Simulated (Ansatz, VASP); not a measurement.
## One calculation of AlN, two programs

```xyz
2
Lattice="0.0785 2.1760 2.1760 2.1760 0.0785 2.1760 2.1760 2.1760 0.0785" Properties=species:S:1:pos:R:3 pbc="T T T"
Al    0.0118    0.0118    0.0118
N     1.0958    1.0958    1.0958
```

Change from the starting cell: epitaxial_111 strain -4.0%.

Alike in both runs: task single point; functional r2SCAN; k mesh 10 × 10 × 10; no spin polarisation.

|  | VASP | Ansatz |
| --- | --- | --- |
| version | VASP 6.6.1 | Ansatz 0.2.0 |
| potentials or method | VASP PAW PBE potentials, release 64 (Al, N) | plane waves, PAW |
| plane-wave cutoff (eV) | 520 | 500 |
| occupations | gaussian, width 0.01 eV | fixed |
| valence electrons in the cell | 8 | 8 |

Ansatz gave:

- gap on the k mesh at the Fermi level (eV): 3.74
- pressure (GPa): 16.2
- traceless stress, the component that is largest in VASP (GPa): -8.13
- rms of the force components (eV/Å): 0.000

**Question.** What did VASP give for the same quantities?

**Answer.** gap on the k mesh at the Fermi level (eV): 3.73; pressure (GPa): 15.9; traceless stress, the component that is largest in VASP (GPa): -8.22; rms of the force components (eV/Å): 0.005.

VASP's potentials were made for PBE, not for r2SCAN. Atom by atom the forces differ by 0.005 eV/Å (rms over components).
